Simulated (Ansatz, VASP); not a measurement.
## One calculation of SiSe, two programs

```
CELL_PARAMETERS angstrom
0.00000 3.06182 3.06182
3.06182 0.00000 3.06182
3.06182 3.06182 0.00000
ATOMIC_POSITIONS crystal
Si 0.00000 0.00000 0.00000
Se 0.25000 0.25000 0.25000
```

Alike in both runs: task relaxation of cell and atoms; functional r2SCAN; k mesh 16 × 16 × 16; occupations gaussian, width 0.1 eV; no spin polarisation.

```csv
,VASP,Ansatz
version,VASP 6.6.1,Ansatz 0.2.0
potentials or method,"VASP PAW PBE potentials, release 64 (Si, Se), cutoff 600 eV","scalar-relativistic, plane waves, PAW"
valence electrons in the cell,10,20
```

|  | VASP | Ansatz | Ansatz less VASP |
| --- | --- | --- | --- |
| gap on the k mesh at the Fermi level, each at its own relaxed structure (eV) | none | none | - |
| relaxed volume (Å³/atom) | 28.50 | 28.52 | +0.015 |
| relaxed cell length with the largest relative difference (Å) | 4.320 | 4.321 | +0.0007 |

VASP's potentials were made for PBE, not for r2SCAN. A gap of «none» marks a metal or a gap that the smearing closes. VASP's potentials hold 10 valence electrons a cell and Ansatz's 20, so a difference there can come from the potentials and not from the codes.
